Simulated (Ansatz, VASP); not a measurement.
**MgO in VASP and in Ansatz**

```
Mg O
1.0
     0.00000    2.09700    2.09700
     2.09700    0.00000    2.09700
     2.09700    2.09700    0.00000
Mg O
1 1
Cartesian
  0.0184 -0.0114 -0.0022
  2.0985 2.1042 2.0982
```

Change from the starting cell: atoms moved at random, drawn with an rms of 0.02 Å.

Alike in both runs: task relaxation of the atoms; functional BLYP; k mesh 8 × 8 × 8; no spin polarisation.

|  | VASP | Ansatz |
| --- | --- | --- |
| version | VASP 6.6.1 | Ansatz 0.2.0 |
| potentials or method | VASP PAW PBE potentials, release 64 (Mg, O) | Ansatz PAW |
| plane-wave cutoff (eV) | 520 | 420 |
| occupations | gaussian, width 0.01 eV | fixed |
| valence electrons in the cell | 8 | 16 |

```csv
,VASP,Ansatz,Ansatz less VASP
"gap on the k mesh at the Fermi level, each at its own relaxed structure (eV)",5.14,5.15,+0.006
```

VASP's potentials were made for PBE, not for BLYP. VASP's potentials hold 8 valence electrons a cell and Ansatz's 16, so a difference there can come from the potentials and not from the codes.
